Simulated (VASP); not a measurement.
Here is a VASP 6.6.1 calculation.

File INCAR:

```
PREC = Accurate
ENCUT = 520
EDIFF = 1E-7
ISMEAR = -1
SIGMA = 0.02
LREAL = False
LASPH = True
NELM = 120
ALGO = Normal
ISIF = 2
LWAVE = False
LCHARG = False
GGA = PE
IBRION = 2
NSW = 80
EDIFFG = -0.02
GGA_COMPAT = False
NELMIN = 4
```

The input KPOINTS:

```
regular mesh
0
Gamma
  8 8 6
```

File POSCAR:

```
ZrO2
1.0
    3.5226896056      0.0000000000      0.0000000000
    0.0000000000      3.5226896056      0.0000000000
    0.0000000000      0.0000000000      5.0713172848
Zr O
2 4
Direct
    0.0000000000      0.0000000000      0.0000000000
    0.5000000000      0.5000000000      0.5000000000
    0.0000000000      0.5000000000      0.2011907693
    0.0000000000      0.5000000000      0.7011907693
    0.5000000000      0.0000000000      0.2988092307
    0.5000000000      0.0000000000      0.7988092307
```

Potentials or basis: VASP PAW PBE potentials, release 64 (Zr_sv, O).

The run is started by

```sh
$ cat potpaw_PBE.64/Zr_sv/POTCAR potpaw_PBE.64/O/POTCAR > POTCAR
$ mpirun -np 1 vasp_std > vasp.out
```

Problem. Estimate the energy gained by relaxing.

Solution. 7.4 meV/atom.

Problem. What does it give for the band gap on the k mesh?

Solution. 4.03 eV (least direct gap 4.23 eV).

Stress tensor (GPa, compression positive):
```
21.68  0.00  0.00
 0.00 21.68  0.00
 0.00  0.00 18.62
```

A k mesh can miss the band edges.
